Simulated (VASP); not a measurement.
# Co (P-1) in VASP: notebook, part 2 of 2

VASP 6.6.1.

## (4) Single point, PBE, collinear spin, ferromagnetic start

INCAR reads:

```
SYSTEM = Co
PREC = Accurate
ENCUT = 690
EDIFF = 1E-6
ISMEAR = -1
SIGMA = 0.05
LREAL = .False.
LASPH = .True.
NELM = 200
ALGO = Normal
ISIF = 2
LWAVE = .False.
LCHARG = .False.
ISPIN = 2
MAGMOM = 3
LORBIT = 11
NUPDOWN = 3.0
LMAXMIX = 4
GGA = PE
NBANDS = 18
GGA_COMPAT = .False.
```

KPOINTS reads:

```
Automatic mesh
0
Gamma
  11 11 11
  0 0 0
```

POSCAR reads:

```
Co
1.0
   -1.4145745000      1.3929095500      1.3921574700
    1.4429802800     -1.3751271500      1.4027808400
    1.4112696000      1.3718222500     -1.3743750600
Co
1
Direct
    0.0000000000      0.0000000000      0.0000000000
```

Potentials or basis: VASP PAW PBE potentials, release 64 (Co_sv).

Launch:

```console
$ cat potpaw_PBE.64/Co_sv/POTCAR > POTCAR
$ mpirun -np 1 vasp_std > vasp.out
```

OUTCAR:

```text
SYSTEM = Co
   PREC = Accurate
   ENCUT = 690
   EDIFF = 1E-6
   ISMEAR = -1
   LREAL = .False.
   LASPH = .True.
   NELM = 200
   ISIF = 2
   ISPIN = 2
   LORBIT = 11
   NUPDOWN = 3.0
   GGA = PE

 ion  position               nearest neighbor table
   1  0.000  0.000  0.000-

  LATTYP: Found a triclinic cell.
 ALAT       =     6.1639271409
 B/A-ratio  =     0.6337387412
 C/A-ratio  =     0.3933743782
 COS(alpha) =     0.0005142480
 COS(beta)  =     0.2599597309
 COS(gamma) =     0.9471042428

  Lattice vectors:

 A1 = (  -0.0350155800,   5.5116812000,  -2.7593734900)
 A2 = (  -0.0317106800,   2.7469494000,  -2.7771559000)
 A3 = (  -1.4145745000,   1.3929095500,   1.3921574700)

Analysis of symmetry for initial positions (statically):
=====================================================================
 Subroutine PRICEL returns:
 Original cell was already a primitive cell.

 Routine SETGRP: Setting up the symmetry group for a
 triclinic supercell.

 Subroutine GETGRP returns: Found  2 space group operations
 (whereof  2 operations were pure point group operations)
 out of a pool of  2 trial point group operations.

The static configuration has the point symmetry S_2 .

Analysis of symmetry for dynamics (positions and initial velocities):
=====================================================================
 Subroutine PRICEL returns:
 Original cell was already a primitive cell.

 Routine SETGRP: Setting up the symmetry group for a
 triclinic supercell.

 Subroutine GETGRP returns: Found  2 space group operations
 (whereof  2 operations were pure point group operations)
 out of a pool of  2 trial point group operations.

The dynamic configuration has the point symmetry S_2 .

Analysis of structural, dynamic, and magnetic symmetry:
=====================================================================
 Subroutine PRICEL returns:
 Original cell was already a primitive cell.

 Routine SETGRP: Setting up the symmetry group for a
 triclinic supercell.

 Subroutine GETGRP returns: Found  2 space group operations
 (whereof  2 operations were pure point group operations)
 out of a pool of  2 trial point group operations.

The overall configuration has the point symmetry S_2 .

 Subroutine INISYM returns: Found  2 space group operations
 (whereof  2 operations are pure point group operations),
 and found     1 'primitive' translations

----------------------------------------------------------------------------------------

                                     Primitive cell

  volume of cell :      11.0262

  direct lattice vectors                    reciprocal lattice vectors
    -1.414574500  1.392909550  1.392157470    -0.003122163  0.359408250  0.355534697
     1.442980280 -1.375127150  1.402780840     0.346826794 -0.001864074  0.354276607
     1.411269600  1.371822250 -1.374375060     0.350832501  0.362155868 -0.005869779

  length of vectors
     2.424731006  2.437408635  2.400517647     0.505558067  0.495786461  0.504256652
[... 40 lines left out ...]
  0.363636 -0.000000  0.000000      2.000000
  0.454545  0.000000  0.000000      2.000000
[... 16 lines left out ...]
  0.454545  0.181818  0.000000      2.000000
 -0.454545  0.181818 -0.000000      2.000000
 [... further k-points ...]
   k-points           NKPTS =    666   k-points in BZ     NKDIM =    666   number of bands    NBANDS=     18
   number of dos      NEDOS =    301   number of ions     NIONS =      1
   total plane-waves  NPLWV =  13824
   dimension x,y,z NGX =    24 NGY =   24 NGZ =   24
   dimension x,y,z NGXF=    48 NGYF=   48 NGZF=   48
   ions per type =               1
   NGX,Y,Z   is equivalent  to a cutoff of  16.46, 16.37, 16.62 a.u.
   NGXF,Y,Z  is equivalent  to a cutoff of  32.91, 32.74, 33.24 a.u.
 SYSTEM =  Co
   PREC   = accura    normal or accurate (medium, high low for compatibility)
   ISTART =      0    job   : 0-new  1-cont  2-samecut
   ICHARG =      2    charge: 1-file 2-atom 10-const
   ISPIN  =      2    spin polarized calculation?
   LNONCOLLINEAR =      F non collinear calculations
   LSORBIT =      F    spin-orbit coupling
   LASPH  =      T    aspherical Exc in radial PAW
   ENCUT  =  690.0 eV  50.71 Ry    7.12 a.u.   5.19  5.22  5.14*2*pi/ulx,y,z
   NELM   =    200;   NELMIN=  2; NELMDL= -5     # of ELM steps
   EDIFF  = 0.1E-05   stopping-criterion for ELM
   LREAL  =      F    real-space projection
   EDIFFG = 0.1E-04   stopping-criterion for IOM
   NSW    =      0    number of steps for IOM
   IBRION =     -1    ionic relax: 0-MD 1-quasi-New 2-CG
   NFREE  =      0    steps in history (QN), initial steepest desc. (CG)
   ISIF   =      2    stress and relaxation
   ISYM   =      2    0-nonsym 1-usesym 2-fastsym
   POTIM  = 0.5000    time-step for ionic-motion
   TEBEG  =    0.0;   TEEND  =   0.0 temperature during run
   PSTRESS=    0.0 pullay stress
   NELECT =      17.0000    total number of electrons
   NUPDOWN=       3.0000    fix difference up-down
   EMIN   =  10.00;   EMAX   =-10.00  energy-range for DOS
   EFERMI =   0.00;   METHOD = LEGACY
   ISMEAR =    -1;   SIGMA  =   0.05  broadening in eV -4-tet -1-fermi 0-gaus
   EFERMI_NEDOS =   21; number of points for ismear=-14 and -15
   IALGO  =     38    algorithm
   IMIX   =      4    mixing-type and parameters
     AMIX     =   0.40;   BMIX     =  1.00
     AMIX_MAG =   1.60;   BMIX_MAG =  1.00
  volume/ion in A,a.u.               =      11.03        74.41
  Fermi-wavevector in a.u.,A,eV,Ry     =   1.891253  3.573949 48.665809  3.576836
  Thomas-Fermi vector in A             =   2.932437
   LORBIT       =     11    0 simple, 1 ext, 2 COOP (PROOUT), +10 PAW based schemes
   GGA     = PE    functional components
   LHFCALC =     F    Hartree Fock is set to
   AEXX    =    0.0000 exact exchange contribution
   IVDW    =     0    specifies the selected vdW correction
   LEPSILON=     F    determine dielectric tensor
   LRPA    =     F    only Hartree local field effects (RPA)
 spin polarized calculation
  energy-cutoff  :      690.00
  volume of cell :       11.03
 maximum number of plane-waves:       468
 NGX is ok and might be reduce to    24
   NGX = 11   NGY = 11   NGZ = 11

 number of electron      16.9999997 magnetization       3.0000000

 Free energy of the ion-electron system (eV)
  ---------------------------------------------------
  ext. energy  EPLUGINS =         0.00000000
  ---------------------------------------------------
  free energy    TOTEN  =        -5.42465497 eV

  energy without entropy =       -5.41918953  energy(sigma->0) =       -5.42192225

 E-fermi :  11.1945     XC(G=0): -13.8919

 val. band max:       17.7558813880   @ k =  -0.0000   0.4545   0.0000
 cond. band min:      11.1968006210   @ k =  -0.3636   0.2727   0.3636
 fundamental gap:     -6.5590807671
 Fermi energy:        17.7610367404

 spin component 1

 k-point     1 :       0.0000    0.0000    0.0000
  band No.  band energies     occupation
      1     -85.7309      1.00000
      2     -48.7704      1.00000
      3     -48.7531      1.00000
      4     -48.7417      1.00000
      5       2.3903      1.00000
      6       7.8739      1.00000
[... 493 lines left out ...]
     17      49.5300      0.00000
     18      52.3181      0.00000

 [... further k-points ...]

 spin component 2

 k-point     1 :       0.0000    0.0000    0.0000
  band No.  band energies     occupation
      1     -82.5075      1.00000
      2     -45.6056      1.00000
      3     -45.5961      1.00000
      4     -45.5851      1.00000
      5       3.3138      1.00000
      6      10.3378      1.00000
[... 493 lines left out ...]
     17      50.6048      0.00000
     18      53.5570      0.00000

 [... further k-points ...]

------------------------ aborting loop because EDIFF is reached ----------------------------------------

  FORCE on cell =-STRESS in cart. coord.  units (eV):
  Direction    XX          YY          ZZ          XY          YZ          ZX
  --------------------------------------------------------------------------------------
  -------------------------------------------------------------------------------------
  Total        2.4618030      2.4590158      2.5230527      0.0286629     -0.1272508     -0.1559056
  in kB      357.7165376    357.3115457    366.6165337      4.1649082    -18.4903932    -22.6541397
  external PRESSURE =     360.5482057 kB  Pullay stress =       0.0000000 kB

 VOLUME and BASIS-vectors are now :
 -----------------------------------------------------------------------------
  energy-cutoff  :      690.00
  volume of cell :       11.03
      direct lattice vectors                 reciprocal lattice vectors
    -1.414574500  1.392909550  1.392157470    -0.003122163  0.359408250  0.355534697
     1.442980280 -1.375127150  1.402780840     0.346826794 -0.001864074  0.354276607
     1.411269600  1.371822250 -1.374375060     0.350832501  0.362155868 -0.005869779

 POSITION                                       TOTAL-FORCE (eV/Angst)
 -----------------------------------------------------------------------------------
      0.00000      0.00000      0.00000         0.000000      0.000000     -0.000000
 -----------------------------------------------------------------------------------
    total drift:                                0.000000      0.000000      0.000000

  FREE ENERGIE OF THE ION-ELECTRON SYSTEM (eV)
  ---------------------------------------------------
  free  energy   TOTEN  =        -5.4246549723 eV

  energy  without entropy=       -5.4191895347  energy(sigma->0) =       -5.42192225

 total charge

# of ion       s       p       d       tot
------------------------------------------
    1        2.274   6.192   6.455  14.921

 magnetization (x)

# of ion       s       p       d       tot
------------------------------------------
    1        0.040   0.086   2.575   2.701
```

OSZICAR:

```text
N       E                     dE             d eps       ncg     rms          rms(c)
DAV:   1     0.190983096714E+03    0.19098E+03   -0.10741E+04 56732   0.313E+03
DAV:   2     0.245430676553E+00   -0.19074E+03   -0.18044E+03 65374   0.631E+02
DAV:   3    -0.696213399656E+01   -0.72076E+01   -0.71446E+01 65176   0.124E+02
DAV:   4    -0.705242597964E+01   -0.90292E-01   -0.90257E-01 64638   0.113E+01
DAV:   5    -0.705465736079E+01   -0.22314E-02   -0.22313E-02 62002   0.158E+00    0.159E+01
DAV:   6    -0.558795208374E+01    0.14667E+01   -0.42865E+00 53638   0.815E+01    0.163E+01
DAV:   7    -0.544250879022E+01    0.14544E+00   -0.51185E-01 59386   0.263E+01    0.805E+00
DAV:   8    -0.543390703239E+01    0.86018E-02   -0.14701E-02 65108   0.305E+00    0.319E+00
DAV:   9    -0.542460976009E+01    0.92973E-02   -0.67066E-03 65832   0.249E+00    0.482E-01
DAV:  10    -0.542463906662E+01   -0.29307E-04   -0.74150E-04 67748   0.599E-01    0.862E-02
DAV:  11    -0.542465956434E+01   -0.20498E-04   -0.70091E-05 62106   0.178E-01    0.735E-02
DAV:  12    -0.542465614813E+01    0.34162E-05   -0.78969E-06 65726   0.700E-02    0.162E-02
DAV:  13    -0.542465495136E+01    0.11968E-05   -0.95935E-07 31162   0.312E-02    0.225E-03
DAV:  14    -0.542465497234E+01   -0.20979E-07   -0.10009E-07 27426   0.575E-03
   1 F= -.54246550E+01 E0= -.54219223E+01  d E =-.546544E-02  mag=     3.0000
```

stdout:

```text
POSCAR found type information on POSCAR Co
 POSCAR found :  1 types and       1 ions
 scaLAPACK will be used
 LDA part: xc-table for (Slater+PW92), standard interpolation
 POSCAR, INCAR and KPOINTS ok, starting setup
 FFT: planning ... GRIDC
 FFT: planning ... GRID_SOFT
 FFT: planning ... GRID
 WAVECAR not read
 entering main loop
```

It took 2 min on 1 thread of Intel Xeon 6975P-C (Granite Rapids), shared host; peak memory 0.38 GiB.

Results:

- Free energy: -5.4247 eV
- Pressure: 36.1 GPa
- Net moment: 3.00 μB per cell
- Site moments: Co +2.70 μB
- Valence electrons inside the program's atomic spheres: Co 14.92

Caveat: the cell stands under pressure; the total moment is fixed, so each spin has its own Fermi level and the state may be an excited one.

## (5) Single point, PBE, collinear spin, ferromagnetic start

INCAR reads:

```
  PREC = Accurate
  ENCUT = 690
  EDIFF = 1E-6
  ISMEAR = -1
  SIGMA = 0.05
  LREAL = F
  LASPH = T
  NELM = 200
  ALGO = Normal
  ISIF = 2
  LWAVE = F
  LCHARG = F
  ISPIN = 2
  MAGMOM = 1
  LORBIT = 11
  NUPDOWN = 1.0
  LMAXMIX = 4
  GGA = PE
  NBANDS = 18
  GGA_COMPAT = F
```

KPOINTS reads:

```
Automatic mesh
0
Gamma
  11 11 11
```

POSCAR is that of step 4.

Launch:

```console
$ cat potpaw_PBE.64/Co_sv/POTCAR > POTCAR
$ mpirun -np 1 vasp_std > vasp.out
```

Run time: 5.4 min. Hardware: 1 thread of Intel Xeon Platinum 8259CL at 2.50GHz (Skylake/Cascade Lake), shared host; peak memory 0.38 GiB.

It converged, with:

```
Free energy                                           : -6.8545 eV
Pressure                                              : -8.1 GPa
Net moment                                            : 1.00 μB per cell
Site moments                                          : Co +1.06 μB
Valence electrons inside the program's atomic spheres : Co 15.05
```

Stress tensor (GPa, compression positive):
```
 -5.29   0.47  -3.16
  0.47 -10.12  -1.82
 -3.16  -1.82  -9.01
```

Caveat: the cell stands under tension; the total moment is fixed, so each spin has its own Fermi level and the state may be an excited one.

## (6) Summary

| fixed moment (μB) | pressure (GPa) | moment (μB) |
| --- | --- | --- |
| 2.0 | 4.6 | 2.00 |
| 1.5 | -3.9 | 1.50 |
| 3.0 | 36.1 | 3.00 |
| 1.0 | -8.1 | 1.00 |

Alike in all rows: task single point; level PBE; potentials or basis VASP PAW PBE potentials, release 64 (Co_sv); spin collinear, ferromagnetic start; cell as given; k mesh 11 × 11 × 11; cutoff (eV) 690; smearing fermi-dirac 0.05 eV.

Caveats: the total moment is fixed, so each spin has its own Fermi level and the state may be an excited one; the cell stands under pressure (at least some runs); the cell stands under tension (at least some runs).

Total energies depend on the potentials used, so only differences within one code and one set of settings carry meaning.
